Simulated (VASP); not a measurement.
# Mg8HO8 (a cell with a defect) in VASP: single point with PBE+D3(BJ)

Aim: the single point of Mg8HO8 (a cell with a defect) with PBE+D3(BJ).

All numbers are computed with VASP 6.6.1; they aren't measurements. Logs are shortened: lines on timing, memory, paths and dates and some standing lists are left out, and cuts for length are marked.

### Step 1. The cell of the first run

The cell holds a defect, 17 atoms: a = 5.446 Å, b = 5.446 Å, c = 5.446 Å, α = 60.00°, β = 60.00°, γ = 60.00°.

### Step 2. Single point, PBE+D3(BJ), collinear spin

INCAR reads:

```
SYSTEM = Mg8HO8
  PREC = Accurate
  ENCUT = 520
  EDIFF = 1E-6
  ISMEAR = 0
  SIGMA = 0.05
  LREAL = .False.
  LASPH = .True.
  NELM = 200
  ALGO = Normal
  ISIF = 2
  LWAVE = .False.
  LCHARG = .False.
  ISPIN = 2
  MAGMOM = 0 0 0 0 0 0 0 0 0.09 0.09 0 0.09 0 0.09 0 0 0.4
  LORBIT = 11
  GGA = PE
  IVDW = 12
  NBANDS = 50
  GGA_COMPAT = .False.
```

KPOINTS reads:

```
Automatic mesh
0
Gamma
  3 3 3
  0 0 0
```

POSCAR reads:

```
Mg8HO8
1.0
    0.0000000000      3.8510000000      3.8510000000
    3.8510000000      0.0000000000      3.8510000000
    3.8510000000      3.8510000000      0.0000000000
Mg O H
8 8 1
Direct
    0.0008326409     -0.0021603480      0.0002491561
    0.0020779018     -0.0001607375      0.4986268502
    0.0008384835      0.5014676707      0.0002549987
    0.0008471825      0.5014766294      0.4965828356
    0.4992094261     -0.0001611270      0.0014961049
    0.4992094261     -0.0001611270      0.4986267203
    0.4971838484      0.5014707868      0.0002578551
    0.4992082576      0.5027120229      0.4986255518
    0.2498770449      0.2507059205      0.2492920021
    0.2647557777      0.2456171124      0.7443974292
    0.2498747079      0.7505103869      0.2492896650
    0.2498719813      0.7505076603      0.7495003895
    0.7449836406      0.2456188003      0.2641661906
    0.7449816931      0.2456165931      0.7443971696
    0.7500803687      0.7505093482      0.2492886263
    0.7449814334      0.7653930148      0.7443966502
   -0.1250808881      0.3755981563      0.8743000519
```

Potentials or basis: VASP PAW PBE potentials, release 64 (Mg, O, H).

Run with:

```
> cat potpaw_PBE.64/Mg/POTCAR potpaw_PBE.64/O/POTCAR potpaw_PBE.64/H/POTCAR > POTCAR
> mpirun -np 1 vasp_std > vasp.out
```

OUTCAR:

```text
SYSTEM = Mg8HO8
   PREC = Accurate
   ENCUT = 520
   EDIFF = 1E-6
   ISMEAR = 0
   LREAL = .False.
   LASPH = .True.
   NELM = 200
   ISIF = 2
   ISPIN = 2
   LORBIT = 11
   GGA = PE
   IVDW = 12
 IVDW          = 12

 ion  position               nearest neighbor table
   1  0.001  0.998  0.000-  17 1.68  12 1.92  15 1.92  11 1.92  13 1.97  10 1.97  14 1.97   4 2.70
                             7 2.70   3 2.70   6 2.72   2 2.72   5 2.72   2 2.72   5 2.72   6 2.72
   2  0.002  1.000  0.499-  16 1.89  14 1.89  13 1.89   9 1.92  11 1.92  12 1.92   8 2.71   5 2.71
                             6 2.71   1 2.72   3 2.72   4 2.72   4 2.72   1 2.72   3 2.72   6 2.74
   3  0.001  0.501  0.000-  17 1.68  12 1.92  15 1.92   9 1.92  13 1.97  10 1.97  16 1.97   4 2.70
                             7 2.70   1 2.70   8 2.72   2 2.72   5 2.72   2 2.72   5 2.72   8 2.72
   4  0.001  0.501  0.497-  17 1.68  15 1.92  11 1.92   9 1.92  10 1.97  14 1.97  16 1.97   7 2.70
                             3 2.70   1 2.70   8 2.72   2 2.72   2 2.72   6 2.72   6 2.72   8 2.72
   5  0.499  1.000  0.001-  16 1.89  14 1.89  10 1.89   9 1.92  11 1.92  15 1.92   8 2.71   6 2.71
                             2 2.71   1 2.72   3 2.72   7 2.72   7 2.72   1 2.72   3 2.72   2 2.74
   6  0.499  1.000  0.499-  16 1.89  10 1.89  13 1.89   9 1.92  15 1.92  12 1.92   8 2.71   5 2.71
                             2 2.71   1 2.72   7 2.72   4 2.72   4 2.72   1 2.72   7 2.72   2 2.74
   7  0.497  0.501  0.000-  17 1.68  12 1.92  11 1.92   9 1.92  13 1.97  14 1.97  16 1.97   4 2.70
                             3 2.70   1 2.70   8 2.72   6 2.72   5 2.72   5 2.72   6 2.72   8 2.72
   8  0.499  0.503  0.499-  14 1.89  10 1.89  13 1.89  11 1.92  15 1.92  12 1.92   6 2.71   5 2.71
                             2 2.71   7 2.72   3 2.72   4 2.72   4 2.72   3 2.72   7 2.72   2 2.74
   9  0.250  0.251  0.249-   4 1.92   7 1.92   3 1.92   5 1.92   2 1.92   6 1.92
  10  0.265  0.246  0.744-   8 1.89   6 1.89   5 1.89   1 1.97   3 1.97   4 1.97
  11  0.250  0.751  0.249-   4 1.92   7 1.92   1 1.92   5 1.92   2 1.92   8 1.92
  12  0.250  0.751  0.750-   7 1.92   3 1.92   1 1.92   2 1.92   6 1.92   8 1.92
  13  0.745  0.246  0.264-   8 1.89   6 1.89   2 1.89   1 1.97   3 1.97   7 1.97
  14  0.745  0.246  0.744-   8 1.89   2 1.89   5 1.89   1 1.97   7 1.97   4 1.97
  15  0.750  0.751  0.249-   4 1.92   3 1.92   1 1.92   5 1.92   6 1.92   8 1.92
  16  0.745  0.765  0.744-   6 1.89   2 1.89   5 1.89   3 1.97   7 1.97   4 1.97
  17  0.875  0.376  0.874-   4 1.68   7 1.68   3 1.68   1 1.68

  LATTYP: Found a face centered cubic cell.
 ALAT       =     7.7020000000

  Lattice vectors:

 A1 = (   0.0000000000,   3.8510000000,   3.8510000000)
 A2 = (   3.8510000000,   0.0000000000,   3.8510000000)
 A3 = (   3.8510000000,   3.8510000000,   0.0000000000)

Analysis of symmetry for initial positions (statically):
=====================================================================
 Subroutine PRICEL returns:
 Original cell was already a primitive cell.

 Routine SETGRP: Setting up the symmetry group for a
 face centered cubic supercell.

 Subroutine GETGRP returns: Found  1 space group operations
 (whereof  1 operations were pure point group operations)
 out of a pool of 48 trial point group operations.

The static configuration has the point symmetry C_1 .

Analysis of symmetry for dynamics (positions and initial velocities):
=====================================================================
 Subroutine PRICEL returns:
 Original cell was already a primitive cell.

 Routine SETGRP: Setting up the symmetry group for a
 face centered cubic supercell.

 Subroutine GETGRP returns: Found  1 space group operations
 (whereof  1 operations were pure point group operations)
 out of a pool of 48 trial point group operations.

The dynamic configuration has the point symmetry C_1 .

Analysis of structural, dynamic, and magnetic symmetry:
=====================================================================
 Subroutine PRICEL returns:
 Original cell was already a primitive cell.

 Routine SETGRP: Setting up the symmetry group for a
 face centered cubic supercell.

 Subroutine GETGRP returns: Found  1 space group operations
 (whereof  1 operations were pure point group operations)
 out of a pool of 48 trial point group operations.

The overall configuration has the point symmetry C_1 .

 Subroutine INISYM returns: Found  1 space group operations
 (whereof  1 operations are pure point group operations),
 and found     1 'primitive' translations

----------------------------------------------------------------------------------------

                                     Primitive cell

  volume of cell :     114.2222

  direct lattice vectors                    reciprocal lattice vectors
     0.000000000  3.851000000  3.851000000    -0.129836406  0.129836406  0.129836406
     3.851000000  0.000000000  3.851000000     0.129836406 -0.129836406  0.129836406
     3.851000000  3.851000000  0.000000000     0.129836406  0.129836406 -0.129836406

  length of vectors
[... 104 lines left out ...]
   NSW    =      0    number of steps for IOM
   IBRION =     -1    ionic relax: 0-MD 1-quasi-New 2-CG
   NFREE  =      0    steps in history (QN), initial steepest desc. (CG)
   ISIF   =      2    stress and relaxation
   ISYM   =      2    0-nonsym 1-usesym 2-fastsym
   POTIM  = 0.5000    time-step for ionic-motion
   TEBEG  =    0.0;   TEEND  =   0.0 temperature during run
   PSTRESS=    0.0 pullay stress
   NELECT =      65.0000    total number of electrons
   NUPDOWN=      -1.0000    fix difference up-down
   EMIN   =  10.00;   EMAX   =-10.00  energy-range for DOS
   EFERMI =   0.00;   METHOD = LEGACY
   ISMEAR =     0;   SIGMA  =   0.05  broadening in eV -4-tet -1-fermi 0-gaus
   EFERMI_NEDOS =   21; number of points for ismear=-14 and -15
   IALGO  =     38    algorithm
   IMIX   =      4    mixing-type and parameters
     AMIX     =   0.40;   BMIX     =  1.00
     AMIX_MAG =   1.60;   BMIX_MAG =  1.00
  volume/ion in A,a.u.               =       6.72        45.34
  Fermi-wavevector in a.u.,A,eV,Ry     =   1.356633  2.563665 25.040891  1.840454
  Thomas-Fermi vector in A             =   2.483620
   LORBIT       =     11    0 simple, 1 ext, 2 COOP (PROOUT), +10 PAW based schemes
   GGA     = PE    functional components
   LHFCALC =     F    Hartree Fock is set to
   AEXX    =    0.0000 exact exchange contribution
   IVDW    =    12    specifies the selected vdW correction
   LEPSILON=     F    determine dielectric tensor
   LRPA    =     F    only Hartree local field effects (RPA)
 spin polarized calculation
 Gauss-broadening in eV      SIGMA  =   0.05
  energy-cutoff  :      520.00
  volume of cell :      114.22
 maximum number of plane-waves:      3119
 NGX is ok and might be reduce to    42
   NGX = 21   NGY = 21   NGZ = 21

 number of electron      64.9999992 magnetization       0.9259499

 Free energy of the ion-electron system (eV)
  ---------------------------------------------------
  ext. energy  EPLUGINS =         0.00000000
  ---------------------------------------------------
  free energy    TOTEN  =       -84.99030708 eV

  energy without entropy =      -84.98789801  energy(sigma->0) =      -84.98910255

 E-fermi :   9.7831     XC(G=0): -12.5206

 val. band max:        9.7343295518   @ k =  -0.3333   0.3333  -0.3333
 cond. band min:      10.6323954381   @ k =   0.0000   0.0000   0.3333
 fundamental gap:      0.8980658863
 Fermi energy:         9.7831073949

 spin component 1

 k-point     1 :       0.0000    0.0000    0.0000
  band No.  band energies     occupation
      1     -13.4072      1.00000
      2     -11.3286      1.00000
      3     -11.2269      1.00000
      4     -11.2268      1.00000
      5     -11.2267      1.00000
      6     -10.8802      1.00000
[... 647 lines left out ...]
     43      18.5894      0.00000
     44      18.8881      0.00000
 Fermi energy:         9.7831073949

 spin component 2

 k-point     1 :       0.0000    0.0000    0.0000
  band No.  band energies     occupation
      1     -13.3159      1.00000
      2     -11.2168      1.00000
      3     -11.1894      1.00000
      4     -11.1893      1.00000
      5     -11.1892      1.00000
      6     -10.7570      1.00000
[... 647 lines left out ...]
     43      18.6229      0.00000
     44      18.9428      0.00000
 [bands above 44 left out]

------------------------ aborting loop because EDIFF is reached ----------------------------------------

 Edisp (eV)   -6.43005

 E8    (eV) :    -2.5032

  FORCE on cell =-STRESS in cart. coord.  units (eV):
  Direction    XX          YY          ZZ          XY          YZ          ZX
  --------------------------------------------------------------------------------------
  -------------------------------------------------------------------------------------
  Total      59.86510    59.86511    59.86512     0.00013     0.00005    -0.00011
  in kB     839.71857   839.71875   839.71881     0.00176     0.00072    -0.00161
  external pressure =      839.72 kB  Pullay stress =        0.00 kB

 VOLUME and BASIS-vectors are now :
 -----------------------------------------------------------------------------
  energy-cutoff  :      520.00
  volume of cell :      114.22
      direct lattice vectors                 reciprocal lattice vectors
     0.000000000  3.851000000  3.851000000    -0.129836406  0.129836406  0.129836406
     3.851000000  0.000000000  3.851000000     0.129836406 -0.129836406  0.129836406
     3.851000000  3.851000000  0.000000000     0.129836406  0.129836406 -0.129836406

 POSITION                                       TOTAL-FORCE (eV/Angst)
 -----------------------------------------------------------------------------------
      3.84364      0.00417      3.84589         0.012496     -0.012712      0.012605
      5.77059      1.92821      3.85838         0.006252     -0.006403     -0.006093
      1.93213      0.00421      1.93438        -0.012873     -0.013167     -0.012761
      3.84353      1.91560      1.93445         0.013645      0.013381     -0.013461
      3.85614      1.92822      5.77283        -0.006257     -0.006461      0.006408
      5.77059      3.84267      5.77283         0.006256      0.006038      0.006375
[... 9 lines left out ...]
      5.81420      5.73559      5.81645        -0.011167      0.011104     -0.011133
      4.81336      6.73624      4.81574         0.000029      0.000971     -0.000635
 -----------------------------------------------------------------------------------
    total drift:                                0.000023      0.000011     -0.000008

  FREE ENERGIE OF THE ION-ELECTRON SYSTEM (eV)
  ---------------------------------------------------
  free  energy   TOTEN  =       -91.4203589309 eV

  energy  without entropy=      -91.4179498590  energy(sigma->0) =      -91.41915439

 total charge

# of ion       s       p       d       tot
------------------------------------------
    1        0.196   0.290   0.158   0.644
    2        0.202   0.303   0.165   0.670
    3        0.196   0.290   0.158   0.644
    4        0.196   0.290   0.158   0.644
    5        0.202   0.303   0.165   0.670
    6        0.202   0.303   0.165   0.670
[... 9 lines left out ...]
   16        1.564   3.718   0.000   5.282
   17        0.632   0.032   0.000   0.664
--------------------------------------------------
tot         14.704  32.246   1.293  48.243

 magnetization (x)

# of ion       s       p       d       tot
------------------------------------------
    1       -0.000   0.002   0.006   0.007
    2        0.001   0.001   0.002   0.004
    3       -0.000   0.002   0.006   0.007
    4       -0.000   0.002   0.006   0.007
    5        0.001   0.001   0.002   0.004
    6        0.001   0.001   0.002   0.004
[... 9 lines left out ...]
   16        0.009   0.084   0.000   0.093
   17        0.303   0.002   0.000   0.305
--------------------------------------------------
tot          0.339   0.349   0.032   0.721
```

It took 5.3 min on 1 thread of Intel Xeon 8259CL, shared host; peak memory 0.42 GiB.

What came out:

* Free energy: -91.4204 eV
* Pressure: 84.0 GPa
* Largest force: 0.023 eV/Å
* Net moment: 0.93 μB per cell
* Site moments: Mg +0.01, +0.00 (each value once); O -0.00, +0.09 (each value once); H +0.30 μB
* Valence electrons inside the program's atomic spheres: Mg 0.64, 0.67 (each value once); O 5.30, 5.28 (each value once); H 0.66
* Dispersion energy per atom: -0.378 eV

Forces on the atoms (eV/Å):
```
Mg   0.012 -0.013  0.013
Mg   0.006 -0.006 -0.006
Mg  -0.013 -0.013 -0.013
Mg   0.014  0.013 -0.013
Mg  -0.006 -0.006  0.006
Mg   0.006  0.006  0.006
Mg  -0.013  0.013  0.013
Mg  -0.006  0.006 -0.006
O    0.000  0.000  0.000
O    0.011 -0.011 -0.011
O    0.000  0.000  0.000
O    0.000  0.000  0.000
O   -0.011 -0.011  0.011
O    0.011  0.011  0.011
O    0.000  0.000  0.000
O   -0.011  0.011 -0.011
H    0.000  0.001 -0.001
```

Caveat: the k points lie up to 0.47 Å⁻¹ apart.
